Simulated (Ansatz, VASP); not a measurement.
# One calculation of I, two programs

```xyz
1
Lattice="0.0000 2.3967 3.9613 2.2211 0.0000 3.9613 2.2211 2.3967 0.0000" Properties=species:S:1:pos:R:3 pbc="T T T"
I     0.0000    0.0000    0.0000
```

Alike in both runs: task single point; functional LDA; k mesh 9 × 9 × 9; occupations fermi-dirac, width 0.05 eV; no spin polarisation.

|  | VASP | Ansatz |
| --- | --- | --- |
| version | VASP 6.6.1 | Ansatz 0.2.0 |
| potentials or method | VASP PAW LDA potentials, release 64 (I) | Ansatz PAW |
| plane-wave cutoff (eV) | 520 | 420 |
| valence electrons in the cell | 7 | 17 |

Ansatz gave:

| Quantity | Value |
| --- | --- |
| gap on the k mesh at the Fermi level (eV) | none |
| pressure (GPa) | -3.1 |
| traceless stress, the component that is largest in VASP (GPa) | 1.95 |

Question: What did VASP give for the same quantities?

Answer: gap on the k mesh at the Fermi level (eV): none; pressure (GPa): -3.1; traceless stress, the component that is largest in VASP (GPa): 1.94.

LDA's correlation is that of Perdew and Zunger in VASP and of Perdew and Wang (1992) in Ansatz. A gap of «none» marks a metal or a gap that the smearing closes. VASP's potentials hold 7 valence electrons a cell and Ansatz's 17, so a difference there can come from the potentials and not from the codes.

Spin-orbit coupling is off throughout.
